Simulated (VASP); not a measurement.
# Be (Fm-3m) in VASP: further runs, part 2 of 2

VASP 6.6.1. Earlier steps stand in the parts before.

### Step 4. Single point, LDA

This run uses another cell than the first one, of 7.50 Å³/atom, 1.676 times its volume.

INCAR

```
ALGO = Normal
EDIFF = 1E-6
ENCUT = 520
GGA = CA
ISIF = 2
ISMEAR = -1
LASPH = True
LCHARG = False
LREAL = False
LWAVE = False
NBANDS = 7
NELM = 100
PREC = Accurate
SIGMA = 0.05
```

KPOINTS

```
k-points
0
Gamma
  22 22 22
```

POSCAR

```
Be
1.0
    0.0000000000      1.5534892237      1.5534892237
    1.5534892237      0.0000000000      1.5534892237
    1.5534892237      1.5534892237      0.0000000000
Be
1
Direct
    0.0000000000      0.0000000000      0.0000000000
```

Potentials or basis: VASP PAW LDA potentials, release 64 (Be).

Started as:

```console
> cat potpaw_LDA.64/Be/POTCAR > POTCAR
> mpirun -np 1 vasp_std > vasp.out
```

OUTCAR:

```text
EDIFF = 1E-6
   ENCUT = 520
   GGA = CA
   ISIF = 2
   ISMEAR = -1
   LASPH = True
   LREAL = False
   NELM = 100
   PREC = Accurate

 ion  position               nearest neighbor table
   1  0.000  0.000  0.000-

  LATTYP: Found a face centered cubic cell.
 ALAT       =     3.1069784474

  Lattice vectors:

 A1 = (   0.0000000000,   1.5534892237,   1.5534892237)
 A2 = (   1.5534892237,   0.0000000000,   1.5534892237)
 A3 = (   1.5534892237,   1.5534892237,   0.0000000000)

Analysis of symmetry for initial positions (statically):
=====================================================================
 Subroutine PRICEL returns:
 Original cell was already a primitive cell.

 Routine SETGRP: Setting up the symmetry group for a
 face centered cubic supercell.

 Subroutine GETGRP returns: Found 48 space group operations
 (whereof 48 operations were pure point group operations)
 out of a pool of 48 trial point group operations.

The static configuration has the point symmetry O_h .

Analysis of symmetry for dynamics (positions and initial velocities):
=====================================================================
 Subroutine PRICEL returns:
 Original cell was already a primitive cell.

 Routine SETGRP: Setting up the symmetry group for a
 face centered cubic supercell.

 Subroutine GETGRP returns: Found 48 space group operations
 (whereof 48 operations were pure point group operations)
 out of a pool of 48 trial point group operations.

The dynamic configuration has the point symmetry O_h .

 Subroutine INISYM returns: Found 48 space group operations
 (whereof 48 operations are pure point group operations),
 and found     1 'primitive' translations

----------------------------------------------------------------------------------------

                                     Primitive cell

  volume of cell :       7.4982

  direct lattice vectors                    reciprocal lattice vectors
     0.000000000  1.553489224  1.553489224    -0.321856111  0.321856111  0.321856111
     1.553489224  0.000000000  1.553489224     0.321856111 -0.321856111  0.321856111
     1.553489224  1.553489224  0.000000000     0.321856111  0.321856111 -0.321856111

  length of vectors
     2.196965529  2.196965529  2.196965529     0.557471137  0.557471137  0.557471137

  position of ions in fractional coordinates (direct lattice)
     0.000000000  0.000000000  0.000000000

  ion indices of the primitive-cell ions
   primitive index   ion index
                 1           1

----------------------------------------------------------------------------------------

 KPOINTS: k-points

Automatic generation of k-mesh.
 Grid dimensions read from file:
 generate k-points for:   22   22   22

 Generating k-lattice:

  Cartesian coordinates                     Fractional coordinates (reciprocal lattice)
    -0.014629823  0.014629823  0.014629823     0.045454545  0.000000000  0.000000000
     0.014629823 -0.014629823  0.014629823     0.000000000  0.045454545  0.000000000
     0.014629823  0.014629823 -0.014629823     0.000000000  0.000000000  0.045454545

  Length of vectors
     0.025339597  0.025339597  0.025339597

  Shift w.r.t. Gamma in fractional coordinates (k-lattice)
     0.000000000  0.000000000  0.000000000

 Subroutine IBZKPT returns following result:
 ===========================================

 Found    328 irreducible k-points:

 Following reciprocal coordinates:
            Coordinates               Weight
  0.000000  0.000000  0.000000      1.000000
  0.045455  0.000000  0.000000      8.000000
  0.090909  0.000000  0.000000      8.000000
  0.136364  0.000000  0.000000      8.000000
  0.181818  0.000000  0.000000      8.000000
  0.227273  0.000000  0.000000      8.000000
[... 16 lines left out ...]
  0.500000  0.045455  0.000000     24.000000
 -0.454545  0.045455  0.000000     24.000000
 [... further k-points ...]
   k-points           NKPTS =    328   k-points in BZ     NKDIM =    328   number of bands    NBANDS=      7
   number of dos      NEDOS =    301   number of ions     NIONS =      1
   total plane-waves  NPLWV =   4096
   dimension x,y,z NGX =    16 NGY =   16 NGZ =   16
   dimension x,y,z NGXF=    32 NGYF=   32 NGZF=   32
   ions per type =               1
   NGX,Y,Z   is equivalent  to a cutoff of  12.11, 12.11, 12.11 a.u.
   NGXF,Y,Z  is equivalent  to a cutoff of  24.21, 24.21, 24.21 a.u.
 SYSTEM =  unknown system
   PREC   = accura    normal or accurate (medium, high low for compatibility)
   ISTART =      0    job   : 0-new  1-cont  2-samecut
   ICHARG =      2    charge: 1-file 2-atom 10-const
   ISPIN  =      1    spin polarized calculation?
   LNONCOLLINEAR =      F non collinear calculations
   LSORBIT =      F    spin-orbit coupling
   LASPH  =      T    aspherical Exc in radial PAW
   ENCUT  =  520.0 eV  38.22 Ry    6.18 a.u.   4.08  4.08  4.08*2*pi/ulx,y,z
   NELM   =    100;   NELMIN=  2; NELMDL= -5     # of ELM steps
   EDIFF  = 0.1E-05   stopping-criterion for ELM
   LREAL  =      F    real-space projection
   EDIFFG = 0.1E-04   stopping-criterion for IOM
   NSW    =      0    number of steps for IOM
   IBRION =     -1    ionic relax: 0-MD 1-quasi-New 2-CG
   NFREE  =      0    steps in history (QN), initial steepest desc. (CG)
   ISIF   =      2    stress and relaxation
   ISYM   =      2    0-nonsym 1-usesym 2-fastsym
   POTIM  = 0.5000    time-step for ionic-motion
   TEBEG  =    0.0;   TEEND  =   0.0 temperature during run
   PSTRESS=    0.0 pullay stress
   NELECT =       2.0000    total number of electrons
   NUPDOWN=      -1.0000    fix difference up-down
   EMIN   =  10.00;   EMAX   =-10.00  energy-range for DOS
   EFERMI =   0.00;   METHOD = LEGACY
   ISMEAR =    -1;   SIGMA  =   0.05  broadening in eV -4-tet -1-fermi 0-gaus
   EFERMI_NEDOS =   21; number of points for ismear=-14 and -15
   IALGO  =     38    algorithm
   IMIX   =      4    mixing-type and parameters
     AMIX     =   0.40;   BMIX     =  1.00
     AMIX_MAG =   1.60;   BMIX_MAG =  1.00
  volume/ion in A,a.u.               =       7.50        50.60
  Fermi-wavevector in a.u.,A,eV,Ry     =   1.053820  1.991432 15.109778  1.110537
  Thomas-Fermi vector in A             =   2.188957
   LORBIT       =      0    0 simple, 1 ext, 2 COOP (PROOUT), +10 PAW based schemes
   GGA     = CA    functional components
   LHFCALC =     F    Hartree Fock is set to
   AEXX    =    0.0000 exact exchange contribution
   IVDW    =     0    specifies the selected vdW correction
   LEPSILON=     F    determine dielectric tensor
   LRPA    =     F    only Hartree local field effects (RPA)
 non-spin polarized calculation
  energy-cutoff  :      520.00
  volume of cell :        7.50
 maximum number of plane-waves:       210
   NGX =  9   NGY =  9   NGZ =  9

 number of electron       2.0000000 magnetization

 Free energy of the ion-electron system (eV)
  ---------------------------------------------------
  ext. energy  EPLUGINS =         0.00000000
  ---------------------------------------------------
  free energy    TOTEN  =        -4.13403686 eV

  energy without entropy =       -4.13337560  energy(sigma->0) =       -4.13370623

 E-fermi :   7.8960     XC(G=0): -10.8013

 val. band max:        7.6386112799   @ k =  -0.3182   0.4091   0.0909
 cond. band min:       7.9399667358   @ k =  -0.3636   0.3636   0.0455
 fundamental gap:      0.3013554559
 Fermi energy:         7.8959688231

 k-point     1 :       0.0000    0.0000    0.0000
  band No.  band energies     occupation
      1      -4.2852      2.00000
      2      27.5878      0.00000
      3      27.5878      0.00000
      4      27.5878      0.00000
      5      37.7935      0.00000
      6      37.7935      0.00000
      7      37.7935      0.00000

 k-point     2 :       0.0455    0.0000    0.0000
  band No.  band energies     occupation
      1      -4.2168      2.00000
      2      27.0355      0.00000
      3      27.4676      0.00000
      4      27.4676      0.00000
      5      36.8452      0.00000
      6      38.0274      0.00000
      7      38.0274      0.00000
[... 201 lines left out ...]
 k-point    23 :       0.5000    0.0455    0.0000
  band No.  band energies     occupation
      1       2.2621      2.00000
      2       8.0771      0.05202
      3      24.2687      0.00000
      4      24.3540      0.00000
      5      33.2361      0.00000
      6      35.3448      0.00000
      7      38.6703      0.00000

 k-point    24 :      -0.4545    0.0455    0.0000
  band No.  band energies     occupation
      1       2.1289      2.00000
      2       8.2641      0.00127
      3      24.1394      0.00000
      4      24.4986      0.00000
      5      33.4526      0.00000
      6      35.1644      0.00000
      7      38.7586      0.00000

 [... further k-points ...]
[... 5 lines left out ...]
  --------------------------------------------------------------------------------------
  -------------------------------------------------------------------------------------
  Total        0.0218291      0.0218291      0.0218291     -0.0000000      0.0000000      0.0000000
  in kB        4.6643479      4.6643479      4.6643479     -0.0000000      0.0000000      0.0000000
  external PRESSURE =       4.6643479 kB  Pullay stress =       0.0000000 kB

 VOLUME and BASIS-vectors are now :
 -----------------------------------------------------------------------------
  energy-cutoff  :      520.00
  volume of cell :        7.50
      direct lattice vectors                 reciprocal lattice vectors
     0.000000000  1.553489224  1.553489224    -0.321856111  0.321856111  0.321856111
     1.553489224  0.000000000  1.553489224     0.321856111 -0.321856111  0.321856111
     1.553489224  1.553489224  0.000000000     0.321856111  0.321856111 -0.321856111

 POSITION                                       TOTAL-FORCE (eV/Angst)
 -----------------------------------------------------------------------------------
      0.00000      0.00000      0.00000         0.000000      0.000000      0.000000
 -----------------------------------------------------------------------------------
    total drift:                               -0.000000     -0.000000     -0.000000

  FREE ENERGIE OF THE ION-ELECTRON SYSTEM (eV)
  ---------------------------------------------------
  free  energy   TOTEN  =        -4.1340368622 eV

  energy  without entropy=       -4.1333756020  energy(sigma->0) =       -4.13370623
```

Wall time 3.8 s (1 thread of Intel Xeon Platinum 8559C (Emerald Rapids), shared host); peak memory 0.11 GiB.

What came out:

* Free energy: -4.1340 eV
* Pressure: 0.5 GPa
* Band gap on the k mesh: zero (band 1 reaches 8.14 eV, above the bottom of band 2 at 7.44 eV)

### Step 5. Overview

| cell | k mesh | gap on the mesh (eV) | pressure (GPa) |
| --- | --- | --- | --- |
| a = 1.850 Å, angles 60.0°, 1 atom | 25 × 25 × 25 | none | 161.9 |
| a = 1.849 Å, angles 60.0°, 1 atom | 25 × 25 × 25 | none | 162.3 |
| a = 2.197 Å, angles 60.0°, 1 atom | 22 × 22 × 22 | none | 0.5 |

Alike in all rows: task single point; level LDA; potentials or basis VASP PAW LDA potentials, release 64 (Be); no spin polarisation; cutoff (eV) 520; smearing fermi-dirac 0.05 eV.

Total energies depend on the potentials used, so only differences within one code and one set of settings carry meaning.
